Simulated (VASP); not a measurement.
Wanted: the native input for a VASP 6.6.1 run.

| Property | Result |
| --- | --- |
| Task | single point |
| Functional | PBE |
| Potentials or basis | VASP PAW PBE potentials, release 64 (Sn_d, S) |
| Cutoff | 500 eV |
| k mesh | 5 × 5 × 3 |
| Occupations | gaussian, width 0.01 eV |
| Spin | no spin polarisation |
| Dipole correction | no |
| Further INCAR settings | ALGO = Normal; EDIFF = 1e-06; NBANDS = 20 |

The structure of SnS2 (Berndtite-2T) lies in POSCAR:

```
SnS2
1.0
    3.6690757441      0.0000000000      0.0000000000
   -1.8345378720      3.1775123547      0.0000000000
    0.0000000000      0.0000000000      5.9164980671
Sn S
1 2
Direct
    0.0000000000      0.0000000000      0.0000000000
    0.3333333333      0.6666666667      0.2500000000
    0.6666666667      0.3333333333      0.7500000000
```

These files were run (other wordings do the same):

INCAR

```
  ALGO = Normal
  EDIFF = 1E-6
  ENCUT = 500
  GGA = PE
  GGA_COMPAT = F
  ISIF = 2
  ISMEAR = 0
  LASPH = T
  LCHARG = T
  LELF = T
  LREAL = F
  LVHAR = T
  LWAVE = F
  NBANDS = 20
  NELM = 120
  PREC = Accurate
  SIGMA = 0.01
```

KPOINTS

```
k-points
0
Gamma
  5 5 3
```

Potentials or basis: VASP PAW PBE potentials, release 64 (Sn_d, S).

The run is started by

```bash
$ cat potpaw_PBE.64/Sn_d/POTCAR potpaw_PBE.64/S/POTCAR > POTCAR
$ mpirun -np 1 vasp_std > vasp.out
```

It gave:

```json
{
  "Pressure": "2.1 GPa",
  "Largest force": "0.021 eV/Å",
  "Band gap on the k mesh": "1.43 eV, indirect (least direct gap 1.85 eV)"
}
```

Caveat: spin-orbit coupling is left out, which moves the levels of the heavy elements; this functional lacks dispersion, which binds the layers, so the pressure and a relaxed spacing across them are unreliable.

It took 10 s on 1 thread of Intel(R) Xeon(R) Platinum 8488C (Sapphire Rapids), on a shared host, peak memory 0.18 GiB.
